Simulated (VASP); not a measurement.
# Zn2S (I4/mcm) in VASP: a series of runs

Zn2S is run at these levels: PBE; tasks: single point, relaxation of cell and atoms.

Program: VASP 6.6.1. These are calculated values, not measurements. Logs are shortened: lines on timing, memory, paths and dates and some standing lists are left out, and cuts for length are marked.

### 1 The cell of the first run

The structure is tetragonal, space group I4/mcm (No. 140). Conventional cell: a = 6.401 Å, b = 6.401 Å, c = 4.907 Å, α = 90.00°, β = 90.00°, γ = 90.00°. Zn (site symmetry m2m) has 2 S at 2.41 Å and 7 Zn at 2.85 to 3.18 Å within 3.2 Å. Within 3.2 Å of S (site symmetry 4/m) lie 4 Zn at 2.41 Å and 2 S at 2.45 Å.

### 2 Single point, PBE

Input file INCAR:

```
ALGO = Normal ; EDIFF = 1E-6
ENCUT = 520 ; GGA = PE
ISIF = 2 ; ISMEAR = 0
LASPH = T ; LCHARG = F
LREAL = F ; LWAVE = F
NBANDS = 39 ; NELM = 100
PREC = Accurate ; SIGMA = 0.1
```

Input file KPOINTS:

```
k-points
0
Gamma
  4 4 4
```

Input file POSCAR:

```
Zn2S
1.0
   -3.2005276100      3.2005276100      2.4532527500
    3.2005276100     -3.2005276100      2.4532527500
    3.2005276100      3.2005276100     -2.4532527500
Zn S
4 2
Direct
    0.6575000300      0.8424999700      0.5000000000
    0.1575000300      0.6575000300      0.8150000600
    0.3424999700      0.1575000300      0.5000000000
    0.8424999700      0.3424999700      0.1849999400
    0.0000000000      0.0000000000      0.0000000000
    0.5000000000      0.5000000000      0.0000000000
```

Potentials or basis: VASP PAW PBE potentials, release 64 (Zn, S).

Launch:

```
cat potpaw_PBE.64/Zn/POTCAR potpaw_PBE.64/S/POTCAR > POTCAR
mpirun -np 1 vasp_std > vasp.out
```

OUTCAR:

```text
EDIFF = 1E-6
   ENCUT = 520
   GGA = PE
   ISIF = 2
   ISMEAR = 0
   LASPH = T
   LREAL = F
   NELM = 100
   PREC = Accurate

 ion  position               nearest neighbor table
   1  0.658  0.842  0.500-   5 2.41   6 2.41   3 2.85   3 2.97   3 2.97
   2  0.158  0.658  0.815-   5 2.41   6 2.41   4 2.85   4 2.97   4 2.97
   3  0.342  0.158  0.500-   6 2.41   5 2.41   1 2.85   1 2.97   1 2.97
   4  0.842  0.342  0.185-   5 2.41   6 2.41   2 2.85   2 2.97   2 2.97
   5  0.000  0.000  0.000-   2 2.41   3 2.41   4 2.41   1 2.41   6 2.45   6 2.45
   6  0.500  0.500  0.000-   1 2.41   2 2.41   4 2.41   3 2.41   5 2.45   5 2.45

  LATTYP: Found a body centered tetragonal cell.
 ALAT       =     6.4010552200
 C/A-ratio  =     0.7665151028

  Lattice vectors:

 A1 = (  -3.2005276100,   3.2005276100,   2.4532527500)
 A2 = (   3.2005276100,  -3.2005276100,   2.4532527500)
 A3 = (   3.2005276100,   3.2005276100,  -2.4532527500)

Analysis of symmetry for initial positions (statically):
=====================================================================
 Subroutine PRICEL returns:
 Original cell was already a primitive cell.

 Routine SETGRP: Setting up the symmetry group for a
 body centered tetragonal supercell.

 Subroutine GETGRP returns: Found 16 space group operations
 (whereof  8 operations were pure point group operations)
 out of a pool of 16 trial point group operations.

The static configuration has the point symmetry C_4h.
 The point group associated with its full space group is D_4h.

Analysis of symmetry for dynamics (positions and initial velocities):
=====================================================================
 Subroutine PRICEL returns:
 Original cell was already a primitive cell.

 Routine SETGRP: Setting up the symmetry group for a
 body centered tetragonal supercell.

 Subroutine GETGRP returns: Found 16 space group operations
 (whereof  8 operations were pure point group operations)
 out of a pool of 16 trial point group operations.

The dynamic configuration has the point symmetry C_4h.
 The point group associated with its full space group is D_4h.

 Subroutine INISYM returns: Found 16 space group operations
 (whereof  8 operations are pure point group operations),
 and found     1 'primitive' translations

----------------------------------------------------------------------------------------

                                     Primitive cell

  volume of cell :     100.5184

  direct lattice vectors                    reciprocal lattice vectors
    -3.200527610  3.200527610  2.453252750     0.000000000  0.156224242  0.203811042
     3.200527610 -3.200527610  2.453252750     0.156224242  0.000000000  0.203811042
     3.200527610  3.200527610 -2.453252750     0.156224242  0.156224242  0.000000000

  length of vectors
     5.148320408  5.148320408  5.148320408     0.256797498  0.256797498  0.220934442

  position of ions in fractional coordinates (direct lattice)
     0.657500030  0.842499970  0.500000000
     0.157500030  0.657500030  0.815000060
     0.342499970  0.157500030  0.500000000
     0.842499970  0.342499970  0.184999940
     0.000000000  0.000000000  0.000000000
     0.500000000  0.500000000  0.000000000

  ion indices of the primitive-cell ions
   primitive index   ion index
                 1           1
                 2           2
                 3           3
                 4           4
                 5           5
                 6           6

----------------------------------------------------------------------------------------

 KPOINTS: k-points

Automatic generation of k-mesh.
 Grid dimensions read from file:
 generate k-points for:    4    4    4

 Generating k-lattice:

  Cartesian coordinates                     Fractional coordinates (reciprocal lattice)
     0.000000000  0.039056061  0.050952761     0.250000000  0.000000000  0.000000000
     0.039056061  0.000000000  0.050952761     0.000000000  0.250000000  0.000000000
     0.039056061  0.039056061  0.000000000     0.000000000  0.000000000  0.250000000

  Length of vectors
     0.064199374  0.064199374  0.055233610

  Shift w.r.t. Gamma in fractional coordinates (k-lattice)
     0.000000000  0.000000000  0.000000000

 Subroutine IBZKPT returns following result:
 ===========================================

 Found     13 irreducible k-points:

 Following reciprocal coordinates:
            Coordinates               Weight
  0.000000  0.000000  0.000000      1.000000
  0.250000  0.000000  0.000000      8.000000
  0.500000  0.000000  0.000000      4.000000
  0.250000  0.250000  0.000000      8.000000
  0.500000  0.250000  0.000000     16.000000
 -0.250000  0.250000  0.000000      4.000000
  0.500000  0.500000  0.000000      2.000000
  0.250000  0.250000  0.250000      2.000000
 -0.250000  0.250000  0.250000      4.000000
  0.500000  0.500000  0.250000      4.000000
 -0.250000  0.500000  0.250000      8.000000
 -0.250000 -0.250000  0.250000      2.000000
  0.500000  0.500000  0.500000      1.000000
   k-points           NKPTS =     13   k-points in BZ     NKDIM =     13   number of bands    NBANDS=     39
   number of dos      NEDOS =    301   number of ions     NIONS =      6
   total plane-waves  NPLWV =  64000
   dimension x,y,z NGX =    40 NGY =   40 NGZ =   40
   dimension x,y,z NGXF=    80 NGYF=   80 NGZF=   80
   ions per type =               4   2
   NGX,Y,Z   is equivalent  to a cutoff of  12.92, 12.92, 12.92 a.u.
   NGXF,Y,Z  is equivalent  to a cutoff of  25.83, 25.83, 25.83 a.u.
 SYSTEM =  unknown system
   PREC   = accura    normal or accurate (medium, high low for compatibility)
   ISTART =      0    job   : 0-new  1-cont  2-samecut
   ICHARG =      2    charge: 1-file 2-atom 10-const
   ISPIN  =      1    spin polarized calculation?
   LNONCOLLINEAR =      F non collinear calculations
   LSORBIT =      F    spin-orbit coupling
   LASPH  =      T    aspherical Exc in radial PAW
   ENCUT  =  520.0 eV  38.22 Ry    6.18 a.u.   9.57  9.57  9.57*2*pi/ulx,y,z
   NELM   =    100;   NELMIN=  2; NELMDL= -5     # of ELM steps
   EDIFF  = 0.1E-05   stopping-criterion for ELM
   LREAL  =      F    real-space projection
   EDIFFG = 0.1E-04   stopping-criterion for IOM
   NSW    =      0    number of steps for IOM
   IBRION =     -1    ionic relax: 0-MD 1-quasi-New 2-CG
   NFREE  =      0    steps in history (QN), initial steepest desc. (CG)
   ISIF   =      2    stress and relaxation
   ISYM   =      2    0-nonsym 1-usesym 2-fastsym
   POTIM  = 0.5000    time-step for ionic-motion
   TEBEG  =    0.0;   TEEND  =   0.0 temperature during run
   PSTRESS=    0.0 pullay stress
   NELECT =      60.0000    total number of electrons
   NUPDOWN=      -1.0000    fix difference up-down
   EMIN   =  10.00;   EMAX   =-10.00  energy-range for DOS
   EFERMI =   0.00;   METHOD = LEGACY
   ISMEAR =     0;   SIGMA  =   0.10  broadening in eV -4-tet -1-fermi 0-gaus
   EFERMI_NEDOS =   21; number of points for ismear=-14 and -15
   IALGO  =     38    algorithm
   IMIX   =      4    mixing-type and parameters
     AMIX     =   0.40;   BMIX     =  1.00
     AMIX_MAG =   1.60;   BMIX_MAG =  1.00
  volume/ion in A,a.u.               =      16.75       113.06
  Fermi-wavevector in a.u.,A,eV,Ry     =   1.378405  2.604807 25.851065  1.900000
  Thomas-Fermi vector in A             =   2.503469
   LORBIT       =      0    0 simple, 1 ext, 2 COOP (PROOUT), +10 PAW based schemes
   GGA     = PE    functional components
   LHFCALC =     F    Hartree Fock is set to
   AEXX    =    0.0000 exact exchange contribution
   IVDW    =     0    specifies the selected vdW correction
   LEPSILON=     F    determine dielectric tensor
   LRPA    =     F    only Hartree local field effects (RPA)
 non-spin polarized calculation
 Gauss-broadening in eV      SIGMA  =   0.10
  energy-cutoff  :      520.00
  volume of cell :      100.52
 maximum number of plane-waves:      2729
 NGX is ok and might be reduce to    40
   NGX = 19   NGY = 19   NGZ = 19

 number of electron      59.9999991 magnetization

 Free energy of the ion-electron system (eV)
  ---------------------------------------------------
  ext. energy  EPLUGINS =         0.00000000
  ---------------------------------------------------
  free energy    TOTEN  =       -11.49913716 eV

  energy without entropy =      -11.49495144  energy(sigma->0) =      -11.49704430

 E-fermi :   4.5818     XC(G=0): -10.8752

 val. band max:        4.3713379452   @ k =  -0.2500   0.2500   0.2500
 cond. band min:       4.6727276347   @ k =   0.2500   0.2500   0.0000
 fundamental gap:      0.3013896895
 Fermi energy:         4.5818481757

 k-point     1 :       0.0000    0.0000    0.0000
  band No.  band energies     occupation
      1     -12.0374      2.00000
      2      -8.0969      2.00000
      3      -4.2830      2.00000
      4      -3.8770      2.00000
      5      -3.8770      2.00000
      6      -3.3497      2.00000
[... 31 lines left out ...]
     38       8.1360      0.00000
     39      11.7339      0.00000

 k-point     2 :       0.2500    0.0000    0.0000
  band No.  band energies     occupation
      1     -11.6605      2.00000
      2      -9.1022      2.00000
      3      -3.8906      2.00000
      4      -3.7998      2.00000
      5      -3.5386      2.00000
      6      -3.3110      2.00000
[... 31 lines left out ...]
     38      10.6864      0.00000
     39      10.8192      0.00000

 k-point     3 :       0.5000    0.0000    0.0000
  band No.  band energies     occupation
      1     -10.6001      2.00000
      2     -10.6001      2.00000
      3      -3.6277      2.00000
      4      -3.6277      2.00000
      5      -3.5172      2.00000
      6      -3.5172      2.00000
[... 370 lines left out ...]
 k-point    12 :      -0.2500   -0.2500    0.2500
  band No.  band energies     occupation
      1     -10.7697      2.00000
      2     -10.4315      2.00000
      3      -3.8911      2.00000
      4      -3.8911      2.00000
      5      -3.3017      2.00000
      6      -3.1649      2.00000
[... 31 lines left out ...]
     38      10.4464      0.00000
     39      12.5862      0.00000

 k-point    13 :       0.5000    0.5000    0.5000
  band No.  band energies     occupation
      1     -11.6867      2.00000
      2      -8.4807      2.00000
      3      -4.2131      2.00000
      4      -4.2131      2.00000
      5      -3.8556      2.00000
      6      -3.2198      2.00000
[... 31 lines left out ...]
     38       9.2075      0.00000
     39      10.1553      0.00000

------------------------ aborting loop because EDIFF is reached ----------------------------------------

  FORCE on cell =-STRESS in cart. coord.  units (eV):
  Direction    XX          YY          ZZ          XY          YZ          ZX
  --------------------------------------------------------------------------------------
  -------------------------------------------------------------------------------------
  Total        3.0211798      3.0211798     -0.1319645      0.0000000      0.0000000     -0.0000000
  in kB       48.1550355     48.1550355     -2.1034025      0.0000000      0.0000000     -0.0000000
  external PRESSURE =      31.4022228 kB  Pullay stress =       0.0000000 kB

 VOLUME and BASIS-vectors are now :
 -----------------------------------------------------------------------------
  energy-cutoff  :      520.00
  volume of cell :      100.52
      direct lattice vectors                 reciprocal lattice vectors
    -3.200527610  3.200527610  2.453252750     0.000000000  0.156224242  0.203811042
     3.200527610 -3.200527610  2.453252750     0.156224242  0.000000000  0.203811042
     3.200527610  3.200527610 -2.453252750     0.156224242  0.156224242  0.000000000

 POSITION                                       TOTAL-FORCE (eV/Angst)
 -----------------------------------------------------------------------------------
      2.19236      1.00817      2.45325         0.833097     -0.833097      0.000000
      4.20869      1.00817      0.00000        -0.833097     -0.833097      0.000000
      1.00817      2.19236      0.00000        -0.833097      0.833097     -0.000000
     -1.00817      2.19236      2.45325         0.833097      0.833097     -0.000000
      0.00000      0.00000      0.00000        -0.000000     -0.000000      0.000000
      0.00000      0.00000      2.45325        -0.000000     -0.000000      0.000000
 -----------------------------------------------------------------------------------
    total drift:                               -0.000000      0.000000     -0.000000

  FREE ENERGIE OF THE ION-ELECTRON SYSTEM (eV)
  ---------------------------------------------------
  free  energy   TOTEN  =       -11.4991371615 eV

  energy  without entropy=      -11.4949514431  energy(sigma->0) =      -11.49704430
```

Run time: 25 s. Hardware: 1 thread of Intel Xeon 6975P-C (Granite Rapids), shared host; peak memory 0.24 GiB.

What came out:

- Free energy: -11.4991 eV
- Pressure: 3.1 GPa
- Largest force: 1.178 eV/Å
- Band gap on the k mesh: zero (band 30 reaches 5.04 eV, above the bottom of band 31 at 3.73 eV)

Forces in eV/Å, atoms in the order of the input:
```
Zn   0.833 -0.833  0.000
Zn  -0.833 -0.833  0.000
Zn  -0.833  0.833  0.000
Zn   0.833  0.833  0.000
S    0.000  0.000  0.000
S    0.000  0.000  0.000
```

Levels at points of the mesh, in eV from the Fermi level:
```
           k point  band 27  band 28  band 29  band 30  band 31  band 32  band 33  band 34
(0.00, 0.00, 0.00)    -3.95    -3.95    -2.60     0.46     0.46     0.95     2.16     2.98
(0.50, 0.00, 0.00)    -2.98    -2.98    -1.99    -1.99     0.18     0.18     1.19     1.19
(0.50, 0.50, 0.00)    -3.22    -3.19    -1.99    -0.93     0.11     2.66     2.80     3.06
(0.50, 0.50, 0.50)    -3.15    -3.15     0.12     0.43     1.97     1.97     3.15     3.26
```

Caveat: the k points lie up to 0.40 Å⁻¹ apart; forces of over 1 eV/Å act on the atoms, so gaps and moduli don't describe the material at rest.

(Continued in part 2 of 2.)
